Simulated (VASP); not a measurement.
A run of VASP 6.6.1 is set up as follows.

The input INCAR:

```
PREC     = Accurate       # precision mode
ENCUT    = 520            # plane-wave cutoff, eV
EDIFF    = 1E-7           # SCF threshold, eV
ISMEAR   = 0              # smearing method
SIGMA    = 0.15           # smearing width, eV
LREAL    = F              # projectors in reciprocal space
LASPH    = T              # aspherical terms in the spheres
NELM     = 100            # most SCF steps
ALGO     = Normal         # electronic algorithm
ISIF     = 2              # what is computed and relaxed
LWAVE    = F              # write WAVECAR
LCHARG   = F              # write CHGCAR
GGA      = PE             # functional
NBANDS   = 10             # bands
```

KPOINTS

```
regular mesh
0
Gamma
  13 13 13
```

The input POSCAR:

```
Ir
1.0
    0.0000000000      1.8494914652      1.8494914652
    1.8494914652      0.0000000000      1.8494914652
    1.8494914652      1.8494914652      0.0000000000
Ir
1
Direct
    0.0000000000      0.0000000000      0.0000000000
```

Potentials or basis: VASP PAW PBE potentials, release 64 (Ir).

Launch:

```console
$ cat potpaw_PBE.64/Ir/POTCAR > POTCAR
$ mpirun -np 1 vasp_std > vasp.out
```

(1) What does it give for the pressure?

Answers

(1) 68.6 GPa.
